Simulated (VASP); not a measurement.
ZnCd2Se3, 6 atoms in the cell. It takes space group P-4m2 (No. 115, tetragonal). Conventional cell: a = 4.075 Å, b = 4.075 Å, c = 8.978 Å, α = 90.00°, β = 90.00°, γ = 90.00°. Within 3.8 Å of Zn (site symmetry -4m2) lie 4 Se at 2.88 Å and 4 Cd at 3.16 Å. Cd (site symmetry 2mm) has 7 Se at 3.06 to 3.16 Å and 2 Zn at 3.16 Å and 4 Cd at 4.08 Å within 4.1 Å. Within 4.1 Å of Se (site symmetry 2mm) lie 5 Cd at 3.06 to 3.12 Å and 10 Se at 3.56 to 4.08 Å and 2 Zn at 4.00 Å. Within 3.8 Å of Se (site symmetry -4m2) lie 4 Zn at 2.88 Å and 4 Cd at 3.16 Å. The cell was built from a structure type or drawn by symmetry, and may not be a known phase.

| Property | Result |
| --- | --- |
| Program | VASP 6.6.1 |
| Task | relaxation of cell and atoms |
| Functional | PBE |
| Potentials or basis | VASP PAW PBE potentials, release 64 (Zn, Cd, Se) |
| Cutoff | 600 eV |
| k mesh | 4 × 4 × 2 |
| Occupations | gaussian, width 0.1 eV |
| Spin | no spin polarisation |
| Dipole correction | no |
| Further INCAR settings | ALGO = Normal; EDIFF = 1e-06; IBRION = 2; EDIFFG = -0.04; NSW = 90; ISIF = 3 |

Potentials or basis: VASP PAW PBE potentials, release 64 (Zn, Cd, Se).

The run is started by

```console
$ cat potpaw_PBE.64/Zn/POTCAR potpaw_PBE.64/Cd/POTCAR potpaw_PBE.64/Se/POTCAR > POTCAR
$ mpirun -np 1 vasp_std > vasp.out
```

Hardware: 1 thread of Intel Xeon 8259CL, with other jobs on the host.

**Question.** How long does it take, and how much memory?

**Answer.** Run time: 61 min on 1 thread of Intel Xeon 8259CL, with other jobs on the host, peak memory 0.35 GiB. Counts: scf iterations 356, k points 12, ion steps 39.
